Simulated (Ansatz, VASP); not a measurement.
## Two plane-wave programs on MnS

File INCAR:

```
SYSTEM = MnS
  PREC = Accurate
  ENCUT = 520
  EDIFF = 1E-6
  ISMEAR = -1
  SIGMA = 0.15
  LREAL = .FALSE.
  LASPH = .TRUE.
  NELM = 150
  ALGO = Normal
  ISIF = 2
  LWAVE = .FALSE.
  LCHARG = .FALSE.
  ISPIN = 2
  MAGMOM = 2.8 0
  LORBIT = 11
  LMAXMIX = 4
  GGA = PE
  NBANDS = 20
```

The input KPOINTS:

```
Automatic mesh
0
G
  6 6 6
  0 0 0
```

The input POSCAR:

```
MnS
1.0
    0.0000000000      2.6045000000      2.6045000000
    2.6045000000      0.0000000000      2.6045000000
    2.6045000000      2.6045000000      0.0000000000
Mn S
1 1
Direct
    0.0000000000      0.0000000000      0.0000000000
    0.5000000000      0.5000000000      0.5000000000
```

Input for Ansatz:

```yaml
crystal:
  lattice:
    - [0.0, 2.6045, 2.6045]
    - [2.6045, 0.0, 2.6045]
    - [2.6045, 2.6045, 0.0]
  atoms:
    - { symbol: Mn, position: [0.0, 0.0, 0.0], spin: 2.8 }
    - { symbol: S, position: [0.5, 0.5, 0.5], spin: 0.0 }
basis:
  ecutwfc: 420.0
kpoints:
  mp_grid:
    grid: [6, 6, 6]
hamiltonian:
  xc: pbe
magnetization:
  spin_polarized: true
scf:
  occupations:
    method: fermi_dirac
    width: 0.15
output:
  forces: true
  stress: true
```

Alike in both runs: task single point; functional PBE; k mesh 6 × 6 × 6; occupations fermi-dirac, width 0.15 eV; collinear spin.

|  | VASP | Ansatz |
| --- | --- | --- |
| version | VASP 6.6.1 | Ansatz 0.2.0 |
| potentials or method | VASP PAW PBE potentials, release 64 (Mn_pv, S), cutoff 520 eV | plane waves, PAW |
| valence electrons in the cell | 19 | 21 |

|  | VASP | Ansatz | Ansatz less VASP |
| --- | --- | --- | --- |
| pressure (GPa) | -3.7 | -3.7 | 0.00 |
| net moment per atom (μB) | 2.31 | 2.31 | 0.000 |
| size of the moment on the site where the two differ most (μB) | 4.21 | 4.16 | -0.047 |

Site moments also hang on the region over which each program counts them. VASP's potentials hold 19 valence electrons a cell and Ansatz's 21, so a difference there can come from the potentials and not from the codes.
